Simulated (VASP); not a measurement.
# Be16HS16 (a cell with a defect) in VASP: further runs

The runs below take Be16HS16 (a cell with a defect) through single point, relaxation of the atoms, with PBE.

All numbers are computed with VASP 6.6.1; they aren't measurements. Logs are shortened: lines on timing, memory, paths and dates and some standing lists are left out, and cuts for length are marked.

### Step 1. The cell of the first run

The cell holds a defect, 33 atoms: a = 8.446 Å, b = 8.446 Å, c = 8.446 Å, α = 109.47°, β = 109.47°, γ = 109.47°.

### Step 2. Single point, PBE, collinear spin (with an interstitial atom, then relaxed in part)

File INCAR:

```
  PREC = Accurate
  ENCUT = 520
  EDIFF = 1E-7
  ISMEAR = 0
  SIGMA = 0.01
  LREAL = Auto
  LASPH = True
  NELM = 150
  ALGO = Normal
  ISIF = 2
  LWAVE = False
  LCHARG = False
  ISPIN = 2
  MAGMOM = 0 0.091 0 0 0.091 0.091 0 0 0 0 0 0 0 0 0 0.091 0 0.091 0 0 0 0.091 0 0 0 0 0.091 0.091 0 0.091 0 0.091 0.091
  LORBIT = 11
  GGA = PE
  NBANDS = 90
```

File KPOINTS:

```
Automatic mesh
0
Gamma
  2 2 2
  0.5 0.5 0.5
```

File POSCAR:

```
Be16HS16
1.0
    4.8761188970      4.8761188970      4.8761188970
   -4.8761188970     -4.8761188970      4.8761188970
    4.8761188970     -4.8761188970     -4.8761188970
Be S H
16 16 1
Direct
    0.7515531365      0.2501610584      0.0000000000
    0.0029287133      0.0000000000      0.0000000000
    0.7484468635      0.4984468635      0.7486079219
   -0.0001610584      0.2513920781      0.7498389416
    0.2500000000      0.0000000000      0.7529287133
    0.2500000000      0.7529287133      0.0000000000
    0.5001610584      0.5015531365      0.0000000000
    0.7515531365      0.0000000000      0.2501610584
    0.7484468635      0.7486079219      0.4984468635
   -0.0013920781      0.4984468635      0.4984468635
    0.2500000000      0.2501610584      0.5015531365
    0.5001610584      0.0000000000      0.5015531365
    0.5013920781      0.7498389416      0.7498389416
   -0.0001610584      0.7498389416      0.2513920781
    0.2500000000      0.5015531365      0.2501610584
    0.4970712867      0.2470712867      0.2470712867
    0.7500000000      0.2500000000      0.7500000000
   -0.0029930345      0.0000000000      0.7470069655
    0.7487420104      0.4987420104      0.4987420104
    0.0000000000      0.2500000000      0.5000000000
    0.2500000000      0.0000000000      0.5012579896
    0.2500000000      0.7470069655      0.7470069655
    0.5000000000      0.5000000000      0.7500000000
    0.7512579896      0.0000000000      0.0000000000
    0.7500000000      0.7500000000      0.2500000000
    0.0000000000      0.5000000000      0.2500000000
    0.2500000000      0.2529930345      0.2529930345
    0.5029930345      0.0000000000      0.2529930345
    0.5000000000      0.7500000000      0.5000000000
   -0.0029930345      0.7470069655      0.0000000000
    0.2500000000      0.5012579896      0.0000000000
    0.5029930345      0.2529930345      0.0000000000
    0.2500000000      0.0000000000      0.0000000000
```

Potentials or basis: VASP PAW PBE potentials, release 64 (Be, S, H).

Run with:

```bash
cat potpaw_PBE.64/Be/POTCAR potpaw_PBE.64/S/POTCAR potpaw_PBE.64/H/POTCAR > POTCAR
mpirun -np 1 vasp_std > vasp.out
```

OUTCAR:

```text
PREC = Accurate
   ENCUT = 520
   EDIFF = 1E-7
   ISMEAR = 0
   LREAL = Auto
   LASPH = True
   NELM = 150
   ISIF = 2
   ISPIN = 2
   LORBIT = 11
   GGA = PE

 ion  position               nearest neighbor table
   1  0.752  0.250  0.000-  17 2.11  26 2.11  32 2.11  24 2.11
   2  0.003  0.000  0.000-  18 2.12  27 2.12  30 2.12  24 2.13
   3  0.748  0.498  0.749-  17 2.11  23 2.11  30 2.11  19 2.11
   4  1.000  0.251  0.750-  17 2.11  20 2.11  18 2.11  31 2.11
   5  0.250  0.000  0.753-  18 2.12  22 2.12  32 2.12  21 2.13
   6  0.250  0.753  0.000-  22 2.12  28 2.12  30 2.12  31 2.13
[... 24 lines left out ...]
  31  0.250  0.501  0.000-   7 2.11  15 2.11   4 2.11   6 2.13
  32  0.503  0.253  0.000-   1 2.11   7 2.11   5 2.12  16 2.12
  33  0.250  0.000  0.000-

  LATTYP: Found a body centered cubic cell.
 ALAT       =     9.7522377940

  Lattice vectors:

 A1 = (   4.8761188970,   4.8761188970,   4.8761188970)
 A2 = (  -4.8761188970,  -4.8761188970,   4.8761188970)
 A3 = (   4.8761188970,  -4.8761188970,  -4.8761188970)

Analysis of symmetry for initial positions (statically):
=====================================================================
 Subroutine PRICEL returns:
 Original cell was already a primitive cell.

 Routine SETGRP: Setting up the symmetry group for a
 body centered cubic supercell.

 Subroutine GETGRP returns: Found 24 space group operations
 (whereof  6 operations were pure point group operations)
 out of a pool of 48 trial point group operations.

The static configuration has the point symmetry C_3v.
 The point group associated with its full space group is T_d .

Analysis of symmetry for dynamics (positions and initial velocities):
=====================================================================
 Subroutine PRICEL returns:
 Original cell was already a primitive cell.

 Routine SETGRP: Setting up the symmetry group for a
 body centered cubic supercell.

 Subroutine GETGRP returns: Found 24 space group operations
 (whereof  6 operations were pure point group operations)
 out of a pool of 48 trial point group operations.

The dynamic configuration has the point symmetry C_3v.
 The point group associated with its full space group is T_d .

Analysis of structural, dynamic, and magnetic symmetry:
=====================================================================
 Subroutine PRICEL returns:
 Original cell was already a primitive cell.

 Routine SETGRP: Setting up the symmetry group for a
 body centered cubic supercell.

 Subroutine GETGRP returns: Found 24 space group operations
 (whereof  6 operations were pure point group operations)
 out of a pool of 48 trial point group operations.

The overall configuration has the point symmetry C_3v.
 The point group associated with its full space group is T_d .

 Subroutine INISYM returns: Found 24 space group operations
 (whereof  6 operations are pure point group operations),
 and found     1 'primitive' translations

----------------------------------------------------------------------------------------

                                     Primitive cell

  volume of cell :     463.7489

  direct lattice vectors                    reciprocal lattice vectors
     4.876118897  4.876118897  4.876118897     0.102540568  0.000000000  0.102540568
    -4.876118897 -4.876118897  4.876118897     0.000000000 -0.102540568  0.102540568
     4.876118897 -4.876118897 -4.876118897     0.102540568 -0.102540568  0.000000000

  length of vectors
     8.445685673  8.445685673  8.445685673     0.145014262  0.145014262  0.145014262

  position of ions in fractional coordinates (direct lattice)
     0.751553137  0.250161058  0.000000000
     0.002928713  0.000000000  0.000000000
     0.748446863  0.498446863  0.748607922
     0.999838942  0.251392078  0.749838942
     0.250000000  0.000000000  0.752928713
     0.250000000  0.752928713  0.000000000
[... 25 lines left out ...]
     0.502993035  0.252993035  0.000000000
     0.250000000  0.000000000  0.000000000

  ion indices of the primitive-cell ions
   primitive index   ion index
                 1           1
                 2           2
                 3           3
                 4           4
                 5           5
                 6           6
[... 25 lines left out ...]
                32          32
                33          33

----------------------------------------------------------------------------------------

 KPOINTS: Automatic mesh

Automatic generation of k-mesh.
 Grid dimensions read from file:
 generate k-points for:    2    2    2

 Generating k-lattice:

  Cartesian coordinates                     Fractional coordinates (reciprocal lattice)
     0.051270284  0.000000000  0.051270284     0.500000000  0.000000000  0.000000000
     0.000000000 -0.051270284  0.051270284     0.000000000  0.500000000  0.000000000
     0.051270284 -0.051270284  0.000000000     0.000000000  0.000000000  0.500000000

  Length of vectors
[... 68 lines left out ...]
 NGX is ok and might be reduce to    64
   NGX = 31   NGY = 31   NGZ = 31

 number of electron     128.9999996 magnetization       0.9999999

 Free energy of the ion-electron system (eV)
  ---------------------------------------------------
  ext. energy  EPLUGINS =         0.00000000
  ---------------------------------------------------
  free energy    TOTEN  =      -161.04492689 eV

  energy without entropy =     -161.04492689  energy(sigma->0) =     -161.04492689

 E-fermi :   4.6429     XC(G=0):  -9.7077

 val. band max:        4.5909676284   @ k =  -0.2500   0.2500   0.2500
 cond. band min:       5.9526638085   @ k =   0.2500   0.2500   0.2500
 fundamental gap:      1.3616961801
 Fermi energy:         4.6428806426

 spin component 1

 k-point     1 :       0.2500    0.2500    0.2500
  band No.  band energies     occupation
      1      -8.9831      1.00000
      2      -8.9159      1.00000
      3      -8.9159      1.00000
      4      -8.9159      1.00000
      5      -7.8096      1.00000
      6      -7.8096      1.00000
[... 68 lines left out ...]
     75       8.8246      0.00000
     76       8.8246      0.00000

 k-point     2 :      -0.2500    0.2500    0.2500
  band No.  band energies     occupation
      1      -9.3589      1.00000
      2      -8.5933      1.00000
      3      -8.5431      1.00000
      4      -8.5080      1.00000
      5      -8.5080      1.00000
      6      -8.0701      1.00000
[... 68 lines left out ...]
     75       9.8180      0.00000
     76       9.8180      0.00000
 Fermi energy:         4.6428806426

 spin component 2

 k-point     1 :       0.2500    0.2500    0.2500
  band No.  band energies     occupation
      1      -8.9199      1.00000
      2      -8.8997      1.00000
      3      -8.8997      1.00000
      4      -8.8997      1.00000
      5      -7.7659      1.00000
      6      -7.7659      1.00000
[... 68 lines left out ...]
     75       8.8381      0.00000
     76       8.8381      0.00000

 k-point     2 :      -0.2500    0.2500    0.2500
  band No.  band energies     occupation
      1      -9.3278      1.00000
      2      -8.5375      1.00000
      3      -8.5258      1.00000
      4      -8.4928      1.00000
      5      -8.4928      1.00000
      6      -8.0396      1.00000
[... 68 lines left out ...]
     75       9.8619      0.00000
     76       9.8619      0.00000
 [bands above 76 left out]

------------------------ aborting loop because EDIFF is reached ----------------------------------------

  FORCE on cell =-STRESS in cart. coord.  units (eV):
  Direction    XX          YY          ZZ          XY          YZ          ZX
  --------------------------------------------------------------------------------------
  -------------------------------------------------------------------------------------
  Total        1.4260833      1.4260833      1.4260833     -0.0000000      0.0000000      0.0000000
  in kB        4.9268872      4.9268872      4.9268872     -0.0000000      0.0000000      0.0000000
  external PRESSURE =       4.9268872 kB  Pullay stress =       0.0000000 kB

 VOLUME and BASIS-vectors are now :
 -----------------------------------------------------------------------------
  energy-cutoff  :      520.00
  volume of cell :      463.75
      direct lattice vectors                 reciprocal lattice vectors
     4.876118897  4.876118897  4.876118897     0.102540568  0.000000000  0.102540568
    -4.876118897 -4.876118897  4.876118897     0.000000000 -0.102540568  0.102540568
     4.876118897 -4.876118897 -4.876118897     0.102540568 -0.102540568  0.000000000

 POSITION                                       TOTAL-FORCE (eV/Angst)
 -----------------------------------------------------------------------------------
      2.44485      2.44485      4.88448         0.003365      0.003365     -0.000294
      0.01428      0.01428      0.01428         0.019073      0.019073      0.019073
      4.86933     -2.43127      2.42970        -0.003365      0.003365      0.000294
      7.30582     -0.00679      2.44485         0.000294     -0.003365      0.003365
      4.89040     -2.45234     -2.45234         0.019073     -0.019073     -0.019073
     -2.45234     -2.45234      4.89040        -0.019073     -0.019073      0.019073
[... 25 lines left out ...]
      1.21903      1.21903      3.68628         0.000000     -0.000000     -0.003675
      1.21903      1.21903      1.21903         0.000000     -0.000000     -0.000000
 -----------------------------------------------------------------------------------
    total drift:                                0.000004     -0.000004      0.000004

  FREE ENERGIE OF THE ION-ELECTRON SYSTEM (eV)
  ---------------------------------------------------
  free  energy   TOTEN  =      -161.0449268874 eV

  energy  without entropy=     -161.0449268874  energy(sigma->0) =     -161.04492689

 total charge

# of ion       s       p       d       tot
------------------------------------------
    1        0.385   0.642   0.000   1.026
    2        0.378   0.628   0.000   1.006
    3        0.385   0.642   0.000   1.026
    4        0.385   0.642   0.000   1.026
    5        0.378   0.628   0.000   1.006
    6        0.378   0.628   0.000   1.006
[... 25 lines left out ...]
   32        1.309   2.514   0.000   3.822
   33        0.431   0.010   0.000   0.440
--------------------------------------------------
tot         27.467  50.544   0.000  78.011

 magnetization (x)

# of ion       s       p       d       tot
------------------------------------------
    1        0.001   0.003   0.000   0.004
    2        0.000  -0.003   0.000  -0.002
    3        0.001   0.003   0.000   0.004
    4        0.001   0.003   0.000   0.004
    5        0.000  -0.003   0.000  -0.002
    6        0.000  -0.003   0.000  -0.002
[... 25 lines left out ...]
   32        0.004   0.026   0.000   0.030
   33        0.282   0.001   0.000   0.283
--------------------------------------------------
tot          0.320   0.213   0.000   0.532
```

Wall time 9.8 min (1 thread of AMD EPYC 7R13, shared host); peak memory 0.77 GiB.

What came out:

```
Free energy                                           : -161.0449 eV
Pressure                                              : 0.5 GPa
Largest force                                         : 0.033 eV/Å
Band gap on the k mesh                                : 1.36 eV
Net moment                                            : 1.00 μB per cell
Site moments                                          : Be +0.00, -0.00 (each value once); S +0.00, +0.03 (each value once); H +0.28 μB
Valence electrons inside the program's atomic spheres : Be 1.03, 1.01 (each value once); S 3.83, 3.82 (each value once); H 0.44
```

Forces on the atoms (eV/Å):
```
Be   0.003  0.003  0.000
Be   0.019  0.019  0.019
Be  -0.003  0.003  0.000
Be   0.000 -0.003  0.003
Be   0.019 -0.019 -0.019
Be  -0.019 -0.019  0.019
Be  -0.003 -0.003  0.000
Be   0.000  0.003  0.003
Be   0.000  0.003 -0.003
Be  -0.003  0.000 -0.003
Be   0.003  0.000 -0.003
Be   0.000 -0.003 -0.003
Be   0.003  0.000  0.003
Be   0.003 -0.003  0.000
Be  -0.003  0.000  0.003
Be  -0.019  0.019 -0.019
S    0.000  0.000  0.000
S    0.004  0.000  0.000
S    0.019 -0.019  0.019
S    0.000  0.000  0.000
S   -0.019  0.019  0.019
S    0.000 -0.004  0.000
S    0.000  0.000  0.000
S   -0.019 -0.019 -0.019
S    0.000  0.000  0.000
S    0.000  0.000  0.000
S    0.000  0.004  0.000
S   -0.004  0.000  0.000
S    0.000  0.000  0.000
S    0.000  0.000  0.004
S    0.019  0.019 -0.019
S    0.000  0.000 -0.004
H    0.000  0.000  0.000
```

Caveat: the cell differs from its parent crystal (with an interstitial atom, then relaxed in part).

### Step 3. Relaxation of the atoms, PBE (with an interstitial atom)

File INCAR:

```
SYSTEM = Be16HS16
PREC = Accurate ; ENCUT = 520
EDIFF = 1E-7 ; ISMEAR = 0
SIGMA = 0.01 ; LREAL = Auto
LASPH = .TRUE. ; NELM = 80
ALGO = Normal ; ISIF = 2
LWAVE = .FALSE. ; LCHARG = .FALSE.
GGA = PE ; IBRION = 2
NSW = 65 ; EDIFFG = -0.025
NELECT = 128.0
```

KPOINTS is that of step 2.

File POSCAR:

```
Be16HS16
1.0
    4.8761188970      4.8761188970      4.8761188970
   -4.8761188970     -4.8761188970      4.8761188970
    4.8761188970     -4.8761188970     -4.8761188970
Be S H
16 16 1
Direct
    0.7505458926      0.2505458926      0.0000000000
    0.0036195846      0.0000000000      0.0000000000
    0.7500000000      0.5000000000      0.7500000000
    0.0000000000      0.2500000000      0.7500000000
    0.2494541074      0.0000000000      0.7494541074
    0.2494541074      0.7494541074      0.0000000000
    0.5000000000      0.5036195846      0.0000000000
    0.7505458926      0.0000000000      0.2505458926
    0.7500000000      0.7500000000      0.5000000000
   -0.0036195846      0.4963804154      0.4963804154
    0.2500000000      0.2500000000      0.5000000000
    0.5000000000      0.0000000000      0.5036195846
    0.5000000000      0.7494541074      0.7494541074
    0.0000000000      0.7500000000      0.2500000000
    0.2500000000      0.5000000000      0.2500000000
    0.5000000000      0.2505458926      0.2505458926
    0.7503775054      0.2503775054      0.7505105455
    0.0001330400      0.0000000000      0.7496224946
    0.7494894545      0.4998669600      0.4998669600
   -0.0001330400      0.2494894545      0.4998669600
    0.2496224946      0.0000000000      0.5001330400
    0.2463695511      0.7463695511      0.7463695511
    0.5000000000      0.5001330400      0.7496224946
    0.7536304489      0.0000000000      0.0000000000
    0.7503775054      0.7505105455      0.2503775054
   -0.0001330400      0.4998669600      0.2494894545
    0.2505105455      0.2503775054      0.2503775054
    0.5000000000      0.0000000000      0.2536304489
    0.5000000000      0.7496224946      0.5001330400
    0.0001330400      0.7496224946      0.0000000000
    0.2496224946      0.5001330400      0.0000000000
    0.5000000000      0.2536304489      0.0000000000
    0.5000000000      0.0000000000      0.0000000000
```

Potentials or basis: VASP PAW PBE potentials, release 64 (Be, S, H).

Run with:

```bash
cat potpaw_PBE.64/Be/POTCAR potpaw_PBE.64/S/POTCAR potpaw_PBE.64/H/POTCAR > POTCAR
mpirun -np 1 vasp_std > vasp.out
```

Wall time 23 min (1 thread of Oxide Virtual Turin-like, shared host); peak memory 0.62 GiB.

Results (log left out):

```yaml
Free_energy: -166.1923 eV
Energy_gained_by_relaxing: 6.7 meV/atom
Ionic_steps: 10
Largest_force_after_relaxing: 0.017 eV/Å
```

Forces on the atoms (eV/Å):
```
Be   0.000  0.000 -0.006
Be  -0.010 -0.010 -0.010
Be   0.000  0.000  0.000
Be   0.000  0.000  0.000
Be   0.006  0.000  0.000
Be   0.000  0.000  0.006
Be   0.010  0.010 -0.010
Be  -0.006  0.000  0.000
Be   0.000  0.000  0.000
Be   0.010 -0.010  0.010
Be   0.000  0.000  0.000
Be  -0.010  0.010  0.010
Be   0.000 -0.006  0.000
Be   0.000  0.000  0.000
Be   0.000  0.000  0.000
Be   0.000  0.006  0.000
S    0.001 -0.001  0.002
S   -0.002  0.001  0.001
S   -0.001 -0.002 -0.001
S    0.002  0.001 -0.001
S   -0.002 -0.001 -0.001
S    0.005 -0.005  0.005
S   -0.001  0.002  0.001
S   -0.005 -0.005 -0.005
S    0.002 -0.001  0.001
S   -0.001  0.001  0.002
S    0.001 -0.002  0.001
S   -0.005  0.005  0.005
S    0.001  0.002 -0.001
S    0.001  0.001 -0.002
S   -0.001 -0.001 -0.002
S    0.005  0.005 -0.005
H    0.000  0.000  0.000
```

Step by step:
```csv
step,energy change (eV),largest force (eV/Å),pressure (GPa)
1,0.0000,1.0726,-3.03
2,-0.1971,0.2458,-2.86
3,-0.2101,0.0913,-2.78
4,-0.2101,0.0967,-2.78
5,-0.2162,0.0695,-2.80
6,-0.2197,0.0472,-2.82
7,-0.2197,0.0426,-2.82
8,-0.2210,0.0317,-2.82
9,-0.2211,0.0326,-2.82
10,-0.2214,0.0172,-2.82
```

Final structure:
```xyz
33
Lattice="4.8761 4.8761 4.8761 -4.8761 -4.8761 4.8761 4.8761 -4.8761 -4.8761" Properties=species:S:1:pos:R:3 pbc="T T T"
Be    2.4381    2.4381    4.9232
Be    0.0323    0.0323    0.0323
Be    4.8761   -2.4381    2.4381
Be    2.4381   -4.8761   -2.4381
Be    4.8291   -2.4381   -2.4381
Be   -2.4381   -2.4381    4.8291
Be   -0.0323   -0.0323    4.9084
Be    4.9232    2.4381    2.4381
Be    2.4381   -2.4381    4.8761
Be    4.8439    0.0323    4.8439
Be    2.4381   -2.4381    0.0000
Be    0.0323   -4.9084    4.8439
Be    2.4381   -4.8291    2.4381
Be   -2.4381   -4.8761    2.4381
Be    0.0000   -2.4381    2.4381
Be    2.4381   -0.0470    2.4381
S     6.0906   -1.2145    1.2266
S     8.5257    1.2145    1.2145
S     3.6617   -1.2266    3.6617
S     1.2266   -3.6617   -1.2145
S     3.6496   -1.2145   -1.2145
S     1.2419   -6.1180    1.2419
S     3.6617   -3.6496    1.2145
S     3.6342    3.6342    3.6342
S     1.2266   -1.2145    6.0906
S    -1.2145   -3.6617    1.2266
S     1.2145   -1.2266    1.2145
S     3.6342    1.2419    1.2419
S     1.2145   -3.6496    3.6617
S     1.2145    1.2145    8.5257
S    -1.2145   -1.2145    3.6496
S     1.2419    1.2419    3.6342
H     2.4381    2.4381    2.4381
```

Levels at points of the mesh, in eV from the Fermi level:
```
           k point  band 62  band 63  band 64  band 65  band 66  band 67
(0.25, 0.25, 0.25)    -0.05    -0.05    -0.05     1.98     5.21     5.21
```

Caveat: the cell carries a net charge on a neutralising background, which shifts energy and pressure; the cell differs from its parent crystal (with an interstitial atom); the cell is charged against a uniform background, so pressure and absolute levels hang on convention.
